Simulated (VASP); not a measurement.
# MgO (Pm) in VASP: a series of runs

MgO is run at these levels: r2SCAN; tasks: single point.

Program: VASP 6.6.1. These are calculated values, not measurements. Logs are shortened: lines on timing, memory, paths and dates and some standing lists are left out, and cuts for length are marked.

### 1 The cell of the first run

It takes space group Pm (No. 6, monoclinic). The conventional cell has a = 3.486 Å, b = 4.178 Å, c = 3.486 Å, α = 90.00°, β = 120.00°, γ = 90.00°. Mg (site symmetry m) has 5 O at 2.01 to 2.11 Å within 2.7 Å. Within 2.4 Å of Mg (site symmetry m) lie 5 O at 1.81 to 2.30 Å. Within 2.4 Å of O (site symmetry m) lie 5 Mg at 1.81 to 2.30 Å. O (site symmetry m) has 5 Mg at 2.01 to 2.09 Å and 4 O at 2.77 to 2.86 Å within 2.9 Å.

### 2 Single point, r2SCAN (atom 3 (O) moved by (-0.300, +0.000) A along [1 1 0] and z)

POSCAR reads:

```
MgO
1.0
    3.4863778627      0.0000000000      0.0000000000
   -1.7431889314      3.0192917963      0.0000000000
    0.0000000000      0.0000000000      4.1780412200
Mg O
2 2
Direct
    0.6666666667      0.3333333333      0.7500000000
    0.3333333333      0.6666666667      0.2500000000
    0.5706912633      0.2630744618      0.2500000000
    0.3333333333      0.6666666667      0.7500000000
```

INCAR.step1 reads:

```
PREC = Accurate
ENCUT = 520
ISMEAR = 1
SIGMA = 0.02
LREAL = False
LASPH = True
NELM = 80
NBANDS = 16
GGA = PE
ALGO = Normal
EDIFF = 1E-4
LWAVE = True
LCHARG = False
```

INCAR.step2 reads:

```
PREC = Accurate
ENCUT = 520
EDIFF = 1E-6
ISMEAR = 1
SIGMA = 0.02
LREAL = False
LASPH = True
NELM = 80
ALGO = Normal
ISIF = 2
LWAVE = False
LCHARG = False
METAGGA = R2SCAN
LMIXTAU = True
NBANDS = 16
ISTART = 1
```

KPOINTS reads:

```
Automatic mesh
0
Gamma
  6 6 6
```

Potentials or basis: VASP PAW PBE potentials, release 64 (Mg, O).

Launch:

```bash
cat potpaw_PBE.64/Mg/POTCAR potpaw_PBE.64/O/POTCAR > POTCAR
cp INCAR.step1 INCAR
mpirun -np 1 vasp_std > vasp.out
cp INCAR.step2 INCAR
mpirun -np 1 vasp_std > vasp.out
```

OUTCAR:

```text
PREC = Accurate
   ENCUT = 520
   EDIFF = 1E-6
   ISMEAR = 1
   LREAL = False
   LASPH = True
   NELM = 80
   ISIF = 2
   METAGGA = R2SCAN
   ISTART = 1

 ion  position               nearest neighbor table
   1  0.667  0.333  0.750-   4 2.01   4 2.01   4 2.01   3 2.11   3 2.11   2 2.90   2 2.90   2 2.90
                             2 2.90   2 2.90   2 2.90
   2  0.333  0.667  0.250-   3 1.81   3 1.96   4 2.09   4 2.09   3 2.30   1 2.90   1 2.90   1 2.90
                             1 2.90   1 2.90   1 2.90
   3  0.571  0.263  0.250-   2 1.81   2 1.96   1 2.11   1 2.11   2 2.30
   4  0.333  0.667  0.750-   1 2.01   1 2.01   1 2.01   2 2.09   2 2.09

  LATTYP: Found a hexagonal cell.
 ALAT       =     3.4863778627
 C/A-ratio  =     1.1983902447

  Lattice vectors:

 A1 = (   3.4863778627,   0.0000000000,   0.0000000000)
 A2 = (  -1.7431889314,   3.0192917963,   0.0000000000)
 A3 = (   0.0000000000,   0.0000000000,   4.1780412200)

Analysis of symmetry for initial positions (statically):
=====================================================================
 Subroutine PRICEL returns:
 Original cell was already a primitive cell.

 Routine SETGRP: Setting up the symmetry group for a
 hexagonal supercell.

 Subroutine GETGRP returns: Found  2 space group operations
 (whereof  1 operations were pure point group operations)
 out of a pool of 24 trial point group operations.

The static configuration has the point symmetry C_1 .
 The point group associated with its full space group is C_1h.

Analysis of symmetry for dynamics (positions and initial velocities):
=====================================================================
 Subroutine PRICEL returns:
 Original cell was already a primitive cell.

 Routine SETGRP: Setting up the symmetry group for a
 hexagonal supercell.

 Subroutine GETGRP returns: Found  2 space group operations
 (whereof  1 operations were pure point group operations)
 out of a pool of 24 trial point group operations.

The dynamic configuration has the point symmetry C_1 .
 The point group associated with its full space group is C_1h.

 Subroutine INISYM returns: Found  2 space group operations
 (whereof  1 operations are pure point group operations),
 and found     1 'primitive' translations

----------------------------------------------------------------------------------------

                                     Primitive cell

  volume of cell :      43.9797

  direct lattice vectors                    reciprocal lattice vectors
     3.486377863  0.000000000  0.000000000     0.286830642  0.165601748  0.000000000
    -1.743188931  3.019291796  0.000000000     0.000000000  0.331203497  0.000000000
     0.000000000  0.000000000  4.178041220     0.000000000  0.000000000  0.239346609

  length of vectors
     3.486377863  3.486377863  4.178041220     0.331203497  0.331203497  0.239346609

  position of ions in fractional coordinates (direct lattice)
     0.666666667  0.333333333  0.750000000
     0.333333333  0.666666667  0.250000000
     0.570691263  0.263074462  0.250000000
     0.333333333  0.666666667  0.750000000

  ion indices of the primitive-cell ions
   primitive index   ion index
                 1           1
                 2           2
                 3           3
                 4           4

----------------------------------------------------------------------------------------

 KPOINTS: Automatic mesh

Automatic generation of k-mesh.
 Grid dimensions read from file:
 generate k-points for:    6    6    6

 Generating k-lattice:

  Cartesian coordinates                     Fractional coordinates (reciprocal lattice)
     0.047805107  0.027600291  0.000000000     0.166666667  0.000000000  0.000000000
     0.000000000  0.055200583  0.000000000     0.000000000  0.166666667  0.000000000
     0.000000000  0.000000000  0.039891102     0.000000000  0.000000000  0.166666667

  Length of vectors
     0.055200583  0.055200583  0.039891102

  Shift w.r.t. Gamma in fractional coordinates (k-lattice)
     0.000000000  0.000000000  0.000000000

 Subroutine IBZKPT returns following result:
 ===========================================

 Found     80 irreducible k-points:

 Following reciprocal coordinates:
            Coordinates               Weight
  0.000000  0.000000  0.000000      1.000000
  0.166667 -0.000000  0.000000      2.000000
  0.000000  0.166667  0.000000      2.000000
 -0.166667  0.166667  0.000000      2.000000
  0.333333 -0.000000  0.000000      2.000000
  0.000000  0.333333  0.000000      2.000000
[... 16 lines left out ...]
  0.000000  0.166667  0.166667      4.000000
 -0.166667  0.166667  0.166667      4.000000
 [... further k-points ...]
   k-points           NKPTS =     80   k-points in BZ     NKDIM =     80   number of bands    NBANDS=     16
   number of dos      NEDOS =    301   number of ions     NIONS =      4
   total plane-waves  NPLWV =  25088
   dimension x,y,z NGX =    28 NGY =   28 NGZ =   32
   dimension x,y,z NGXF=    56 NGYF=   56 NGZF=   64
   ions per type =               2   2
   NGX,Y,Z   is equivalent  to a cutoff of  13.35, 13.35, 12.73 a.u.
   NGXF,Y,Z  is equivalent  to a cutoff of  26.70, 26.70, 25.47 a.u.
 SYSTEM =  unknown system
   PREC   = accura    normal or accurate (medium, high low for compatibility)
   ISTART =      1    job   : 0-new  1-cont  2-samecut
   ICHARG =      0    charge: 1-file 2-atom 10-const
   ISPIN  =      1    spin polarized calculation?
   LNONCOLLINEAR =      F non collinear calculations
   LSORBIT =      F    spin-orbit coupling
   LASPH  =      T    aspherical Exc in radial PAW
   ENCUT  =  520.0 eV  38.22 Ry    6.18 a.u.   6.48  6.48  7.77*2*pi/ulx,y,z
   NELM   =     80;   NELMIN=  2; NELMDL=  0     # of ELM steps
   EDIFF  = 0.1E-05   stopping-criterion for ELM
   LREAL  =      F    real-space projection
   EDIFFG = 0.1E-04   stopping-criterion for IOM
   NSW    =      0    number of steps for IOM
   IBRION =     -1    ionic relax: 0-MD 1-quasi-New 2-CG
   NFREE  =      0    steps in history (QN), initial steepest desc. (CG)
   ISIF   =      2    stress and relaxation
   ISYM   =      2    0-nonsym 1-usesym 2-fastsym
   POTIM  = 0.5000    time-step for ionic-motion
   TEBEG  =    0.0;   TEEND  =   0.0 temperature during run
   PSTRESS=    0.0 pullay stress
   NELECT =      16.0000    total number of electrons
   NUPDOWN=      -1.0000    fix difference up-down
   EMIN   =  10.00;   EMAX   =-10.00  energy-range for DOS
   EFERMI =   0.00;   METHOD = LEGACY
   ISMEAR =     1;   SIGMA  =   0.02  broadening in eV -4-tet -1-fermi 0-gaus
   EFERMI_NEDOS =   21; number of points for ismear=-14 and -15
   IALGO  =     38    algorithm
   IMIX   =      4    mixing-type and parameters
     AMIX     =   0.40;   BMIX     =  1.00
     AMIX_MAG =   1.60;   BMIX_MAG =  1.00
  volume/ion in A,a.u.               =      10.99        74.20
  Fermi-wavevector in a.u.,A,eV,Ry     =   1.168685  2.208494 18.583167  1.365824
  Thomas-Fermi vector in A             =   2.305168
   LORBIT       =      0    0 simple, 1 ext, 2 COOP (PROOUT), +10 PAW based schemes
   METAGGA = R2SCAN    functional components
   LHFCALC =     F    Hartree Fock is set to
   AEXX    =    0.0000 exact exchange contribution
   IVDW    =     0    specifies the selected vdW correction
   LEPSILON=     F    determine dielectric tensor
   LRPA    =     F    only Hartree local field effects (RPA)
 non-spin polarized calculation
 Methfessel and Paxton  Order N= 1 SIGMA  =   0.02
  energy-cutoff  :      520.00
  volume of cell :       43.98
 maximum number of plane-waves:      1204
 NGX is ok and might be reduce to    28
   NGX = 13   NGY = 13   NGZ = 15

 number of electron      16.0000002 magnetization

 Free energy of the ion-electron system (eV)
  ---------------------------------------------------
  ext. energy  EPLUGINS =         0.00000000
  ---------------------------------------------------
  free energy    TOTEN  =       -31.63941984 eV

  energy without entropy =      -31.63941984  energy(sigma->0) =      -31.63941984

 E-fermi :   1.7862     XC(G=0): -10.5544

 val. band max:        1.6730673788   @ k =   0.0000   0.0000   0.0000
 cond. band min:       5.5737104525   @ k =   0.0000   0.0000   0.0000
 fundamental gap:      3.9006430736
 Fermi energy:         1.7862113624

 k-point     1 :       0.0000    0.0000    0.0000
  band No.  band energies     occupation
      1     -16.2994      2.00000
      2     -14.9056      2.00000
      3      -2.0789      2.00000
      4      -0.4325      2.00000
      5       0.1388      2.00000
      6       0.6120      2.00000
[... 8 lines left out ...]
     15      18.1929      0.00000
     16      18.9588      0.00000

 k-point     2 :       0.1667   -0.0000    0.0000
  band No.  band energies     occupation
      1     -16.1866      2.00000
      2     -14.9125      2.00000
      3      -1.8921      2.00000
      4      -0.6630      2.00000
      5      -0.5243      2.00000
      6       0.3826      2.00000
[... 8 lines left out ...]
     15      17.1060      0.00000
     16      18.6964      0.00000

 k-point     3 :       0.0000    0.1667    0.0000
  band No.  band energies     occupation
      1     -16.1593      2.00000
      2     -14.9390      2.00000
      3      -1.8506      2.00000
      4      -0.6972      2.00000
      5      -0.1363      2.00000
      6       0.2499      2.00000
[... 8 lines left out ...]
     15      17.5576      0.00000
     16      17.6775      0.00000

 k-point     4 :      -0.1667    0.1667    0.0000
  band No.  band energies     occupation
      1     -16.1645      2.00000
      2     -14.9327      2.00000
      3      -1.8591      2.00000
      4      -0.7321      2.00000
      5      -0.1240      2.00000
      6       0.2289      2.00000
[... 8 lines left out ...]
     15      17.2404      0.00000
     16      18.0723      0.00000

 k-point     5 :       0.3333   -0.0000    0.0000
  band No.  band energies     occupation
      1     -15.9314      2.00000
      2     -14.9494      2.00000
      3      -1.7979      2.00000
      4      -1.4392      2.00000
      5      -0.8012      2.00000
      6       0.0904      2.00000
[... 8 lines left out ...]
     15      16.2556      0.00000
     16      18.8989      0.00000

 k-point     6 :       0.0000    0.3333    0.0000
  band No.  band energies     occupation
      1     -15.8047      2.00000
      2     -15.0756      2.00000
      3      -1.3458      2.00000
      4      -1.2145      2.00000
      5      -0.4948      2.00000
      6      -0.4289      2.00000
[... 8 lines left out ...]
     15      17.1698      0.00000
     16      17.6465      0.00000
[... 267 lines left out ...]
 k-point    21 :       0.0000    0.0000    0.1667
  band No.  band energies     occupation
      1     -16.2083      2.00000
      2     -14.9999      2.00000
      3      -1.9412      2.00000
      4      -0.3531      2.00000
      5       0.1603      2.00000
      6       0.5940      2.00000
[... 8 lines left out ...]
     15      18.2810      0.00000
     16      18.7923      0.00000

 k-point    22 :       0.1667   -0.0000    0.1667
  band No.  band energies     occupation
      1     -16.1006      2.00000
      2     -14.9954      2.00000
      3      -1.8372      2.00000
      4      -0.5716      2.00000
      5      -0.4504      2.00000
      6       0.2480      2.00000
[... 8 lines left out ...]
     15      17.2281      0.00000
     16      18.6218      0.00000

 k-point    23 :       0.0000    0.1667    0.1667
  band No.  band energies     occupation
      1     -16.0757      2.00000
      2     -15.0166      2.00000
      3      -1.8641      2.00000
      4      -0.5202      2.00000
      5      -0.0859      2.00000
      6      -0.0050      2.00000
[... 8 lines left out ...]
     15      17.2865      0.00000
     16      18.3621      0.00000

 k-point    24 :      -0.1667    0.1667    0.1667
  band No.  band energies     occupation
      1     -16.0803      2.00000
      2     -15.0115      2.00000
      3      -1.8590      2.00000
      4      -0.5702      2.00000
      5      -0.1020      2.00000
      6       0.0493      2.00000
[... 8 lines left out ...]
     15      17.5110      0.00000
     16      18.1250      0.00000

 [... further k-points ...]
[... 5 lines left out ...]
  --------------------------------------------------------------------------------------
  -------------------------------------------------------------------------------------
  Total       -1.0402500      3.5061529      0.0002248     -1.7685057      0.0000000      0.0000000
  in kB      -37.8962319    127.7288984      0.0081910    -64.4265366      0.0000000      0.0000000
  external PRESSURE =      29.9469525 kB  Pullay stress =       0.0000000 kB

 VOLUME and BASIS-vectors are now :
 -----------------------------------------------------------------------------
  energy-cutoff  :      520.00
  volume of cell :       43.98
      direct lattice vectors                 reciprocal lattice vectors
     3.486377863  0.000000000  0.000000000     0.286830642  0.165601748  0.000000000
    -1.743188931  3.019291796  0.000000000     0.000000000  0.331203497  0.000000000
     0.000000000  0.000000000  4.178041220     0.000000000  0.000000000  0.239346609

 POSITION                                       TOTAL-FORCE (eV/Angst)
 -----------------------------------------------------------------------------------
      1.74319      1.00643      3.13353        -0.395232     -0.384950      0.000000
     -0.00000      2.01286      1.04451        -0.442311     -1.993566      0.000000
      1.53106      0.79430      1.04451         1.102707      2.786857      0.000000
     -0.00000      2.01286      3.13353        -0.265164     -0.408341      0.000000
 -----------------------------------------------------------------------------------
    total drift:                                0.001646     -0.001321      0.000000

  FREE ENERGIE OF THE ION-ELECTRON SYSTEM (eV)
  ---------------------------------------------------
  free  energy   TOTEN  =       -31.6394198441 eV

  energy  without entropy=      -31.6394198441  energy(sigma->0) =      -31.63941984
```

Run time: 93 s. Hardware: 1 thread of Intel Xeon 6975P-C (Granite Rapids), shared host; peak memory 0.2 GiB.

What came out:

- Free energy: -31.6394 eV
- Pressure: 3.0 GPa
- Largest force: 2.997 eV/Å
- Band gap on the k mesh: 3.90 eV

Forces in eV/Å, atoms in the order of the input:
```
Mg  -0.395 -0.385  0.000
Mg  -0.442 -1.994  0.000
O    1.103  2.787  0.000
O   -0.265 -0.408  0.000
```

Levels at points of the mesh, in eV from the valence-band top:
| k point | band 5 | band 6 | band 7 | band 8 | band 9 | band 10 | band 11 | band 12 |
| --- | --- | --- | --- | --- | --- | --- | --- | --- |
| (0.00, 0.00, 0.00) | -1.53 | -1.06 | -0.71 | 0.00 | 3.90 | 10.20 | 12.60 | 12.75 |
| (0.50, 0.00, 0.00) | -2.58 | -1.70 | -0.79 | -0.62 | 8.15 | 9.55 | 10.06 | 12.25 |
| (0.00, 0.50, 0.00) | -2.31 | -2.14 | -1.76 | -0.63 | 7.18 | 9.53 | 11.33 | 13.45 |
| (0.50, 0.50, 0.00) | -2.31 | -2.13 | -1.45 | -0.71 | 7.51 | 9.44 | 10.82 | 13.31 |
| (0.00, 0.00, 0.50) | -1.56 | -1.42 | -1.35 | -1.12 | 6.85 | 7.00 | 13.60 | 13.78 |
| (0.50, 0.00, 0.50) | -1.83 | -1.63 | -1.25 | -1.19 | 8.18 | 8.25 | 13.24 | 13.33 |
| (0.00, 0.50, 0.50) | -1.71 | -1.43 | -0.70 | -0.52 | 7.59 | 7.79 | 11.71 | 12.28 |
| (0.50, 0.50, 0.50) | -1.75 | -1.52 | -0.80 | -0.59 | 7.68 | 7.87 | 11.99 | 12.45 |

Caveat: the cell differs from its parent crystal (atom 3 (O) moved by (-0.300, +0.000) A along [1 1 0] and z); the PAW data sets were made with another functional, which shifts forces and pressure a little.

### 3 Single point, r2SCAN (atom 3 (O) moved by (+0.300, +0.000) A along [1 1 0] and z)

POSCAR: that of step 2 with these lines changed.

```diff
@@ -10,3 +10,3 @@
     0.3333333333      0.6666666667      0.2500000000
-    0.5706912633      0.2630744618      0.2500000000
+    0.7626420700      0.4035922048      0.2500000000
     0.3333333333      0.6666666667      0.7500000000
```

INCAR.step1 reads:

```
SYSTEM = MgO
ALGO     = Normal         ! electronic algorithm
EDIFF    = 1E-4           ! SCF threshold, eV
ENCUT    = 520            ! plane-wave cutoff, eV
GGA      = PE             ! functional
ISMEAR   = 1              ! smearing method
LASPH    = .True.         ! aspherical terms in the spheres
LCHARG   = .False.        ! write CHGCAR
LREAL    = .False.        ! projectors in reciprocal space
LWAVE    = .True.         ! write WAVECAR
NBANDS   = 16             ! bands
NELM     = 60             ! most SCF steps
PREC     = Accurate       ! precision mode
SIGMA    = 0.02           ! smearing width, eV
```

INCAR.step2 reads:

```
SYSTEM = MgO
ALGO     = Normal         ! electronic algorithm
EDIFF    = 1E-6           ! SCF threshold, eV
ENCUT    = 520            ! plane-wave cutoff, eV
ISIF     = 2              ! what is computed and relaxed
ISMEAR   = 1              ! smearing method
ISTART   = 1            
LASPH    = .True.         ! aspherical terms in the spheres
LCHARG   = .True.         ! write CHGCAR
LELF     = .True.         ! ELF
LMIXTAU  = .True.       
LREAL    = .False.        ! projectors in reciprocal space
LVHAR    = .True.       
LWAVE    = .False.        ! write WAVECAR
METAGGA  = R2SCAN         ! meta-GGA
NBANDS   = 16             ! bands
NELM     = 60             ! most SCF steps
PREC     = Accurate       ! precision mode
SIGMA    = 0.02           ! smearing width, eV
```

KPOINTS reads:

```
k-points
0
Gamma
  6 6 6
  0 0 0
```

Potentials or basis: VASP PAW PBE potentials, release 64 (Mg, O).

Launch:

```bash
cat potpaw_PBE.64/Mg/POTCAR potpaw_PBE.64/O/POTCAR > POTCAR
cp INCAR.step1 INCAR
mpirun -np 1 vasp_std > vasp.out
cp INCAR.step2 INCAR
mpirun -np 1 vasp_std > vasp.out
```

Run time: 97 s. Hardware: 1 thread of Intel Xeon 6975P-C (Granite Rapids), shared host; peak memory 0.2 GiB.

It converged, with:

```yaml
Free_energy: -31.3947 eV
Pressure: 5.1 GPa
Largest_force: 5.527 eV/Å
Band_gap_on_the_k_mesh: 3.91 eV
```

Forces in eV/Å, atoms in the order of the input:
```
Mg   0.379  0.388  0.000
Mg   3.759  2.118  0.000
O   -4.695 -2.916  0.000
O    0.556  0.410  0.000
```

Stress tensor (GPa, compression positive):
```
16.96 11.17  0.00
11.17 -1.69  0.00
 0.00  0.00  0.12
```

Levels at points of the mesh, in eV from the valence-band top:
| k point | band 5 | band 6 | band 7 | band 8 | band 9 | band 10 | band 11 | band 12 |
| --- | --- | --- | --- | --- | --- | --- | --- | --- |
| (0.00, 0.00, 0.00) | -1.55 | -1.08 | -0.75 | 0.00 | 3.91 | 10.20 | 12.65 | 12.74 |
| (0.50, 0.00, 0.00) | -2.33 | -1.98 | -1.97 | -0.56 | 6.95 | 9.63 | 11.62 | 13.69 |
| (0.00, 0.50, 0.00) | -2.49 | -1.78 | -0.91 | -0.68 | 8.03 | 9.80 | 9.82 | 12.46 |
| (0.50, 0.50, 0.00) | -2.38 | -1.93 | -1.14 | -0.73 | 7.81 | 9.54 | 10.26 | 12.88 |
| (0.00, 0.00, 0.50) | -1.53 | -1.44 | -1.31 | -1.17 | 6.86 | 6.97 | 13.50 | 13.74 |
| (0.50, 0.00, 0.50) | -1.69 | -1.39 | -0.65 | -0.51 | 7.57 | 7.75 | 11.53 | 12.14 |
| (0.00, 0.50, 0.50) | -1.74 | -1.74 | -1.14 | -0.98 | 8.10 | 8.12 | 12.74 | 12.89 |
| (0.50, 0.50, 0.50) | -1.78 | -1.63 | -0.97 | -0.76 | 7.88 | 7.98 | 12.30 | 12.62 |

Caveat: the cell differs from its parent crystal (atom 3 (O) moved by (+0.300, +0.000) A along [1 1 0] and z); the cell stands under pressure; the PAW data sets were made with another functional, which shifts forces and pressure a little.

[end of part 1 of 2]
